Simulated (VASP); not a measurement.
EuS:

```
Eu S
1.0
     0.00000    2.97850    2.97850
     2.97850    0.00000    2.97850
     2.97850    2.97850    0.00000
Eu S
1 1
Direct
  0.00000 0.00000 0.00000
  0.50000 0.50000 0.50000
```

* Program: VASP 6.6.1
* Task: relaxation of cell and atoms
* Functional: B3LYP
* Potentials or basis: VASP PAW PBE potentials, release 64 (Eu, S)
* Cutoff: 600 eV
* k mesh: 4 × 4 × 4
* Occupations: fermi-dirac, width 0.05 eV
* Spin: collinear spin, ferromagnetic start
* Starting moments: [7.0, 0.0] μB

At the start: pressure 2.4 GPa; volume 26.42 Å³/atom.

Q: How do energy, volume and symmetry change on relaxing?

A: Over 3 steps the energy falls by 9.2 meV/atom and the volume is 27.66 Å³/atom (+4.7 %); space group Fm-3m (No. 225, to 0.1 Å) before and after; moment 7.00 μB per cell.

Step by step:
```csv
step,energy change (eV),largest force (eV/Å),pressure (GPa),volume (Å³)
1,0.0000,0.0000,2.41,52.85
2,-0.0173,0.0000,-0.56,55.95
3,-0.0183,0.0000,0.04,55.33
```

Final structure:
```
Eu S
1.0
     0.00000    3.02435    3.02435
     3.02435    0.00000    3.02435
     3.02435    3.02435    0.00000
Eu S
1 1
Direct
  0.00000 0.00000 0.00000
  0.50000 0.50000 0.50000
```

Caveat: the k points lie up to 0.45 Å⁻¹ apart in the final cell; the PAW data sets were made with another functional, which shifts forces and pressure a little; a cell with one magnetic atom can't hold antiferromagnetic order, which such compounds often take.
